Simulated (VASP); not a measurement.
# SiC: single point with HSE06

**Measured values to compare with.**

From “Insight into the structural, elastic and electronic properties of a new orthorhombic 6O-SiC polytype”, 2020, pmc:7200658, for a bulk crystal of SiC: band gap 2.4 eV (indirect).

The system is SiC.

```
Si C
1.0
     0.00000    2.17466    2.17466
     2.17466    0.00000    2.17466
     2.17466    2.17466    0.00000
Si C
1 1
Direct
  0.00000 0.00000 0.00000
  0.25000 0.25000 0.25000
```

```yaml
Program: VASP 6.6.1
Task: single point
Functional: HSE06
Potentials_or_basis: VASP PAW PBE potentials, release 64 (Si, C)
Cutoff: 520 eV
k_mesh: 6 × 6 × 6
Occupations: gaussian, width 0.02 eV
Spin: no spin polarisation
Dipole_correction: no
Grid_for_exact_exchange_PRECFOCK: Normal
Further_INCAR_settings: ALGO = Normal; EDIFF = 1e-06; NBANDS = 11
Share_of_exact_exchange: 0.25
Screening_parameter: 0.2079 1/Å
```

The pressure is -0.4 GPa and the band gap on the k mesh is 2.23 eV (least direct gap 5.74 eV).

Levels at points of the mesh, in eV from the valence-band top:
```csv
k point,band 1,band 2,band 3,band 4,band 5,band 6,band 7,band 8,band 9
"(0.00, 0.00, 0.00)",-17.04,0.00,0.00,0.00,7.61,8.63,8.63,8.63,16.12
"(0.50, 0.00, 0.00)",-13.16,-9.39,-1.16,-1.16,6.69,8.50,8.50,11.59,17.97
"(0.50, 0.50, 0.00)",-11.59,-8.56,-3.51,-3.51,2.23,5.39,16.01,16.01,16.83
```

It took 6.3 min on 1 thread of AMD EPYC 7R43 64-Core Processor (Zen 3) (shared host), peak memory 0.21 GiB.

Against the measured gap of SiC, 2.4 eV (indirect; quoted in “Insight into the structural, elastic and electronic properties of a new orthorhombic 6O-SiC polytype”, 2020, pmc:7200658), the calculated 2.23 eV is off by -0.17 eV. The value is that of HSE06 on a finite k mesh, which can miss the band edges, without temperature or zero-point motion.

Caveat: the PAW data sets were made with another functional, which shifts forces and pressure a little.
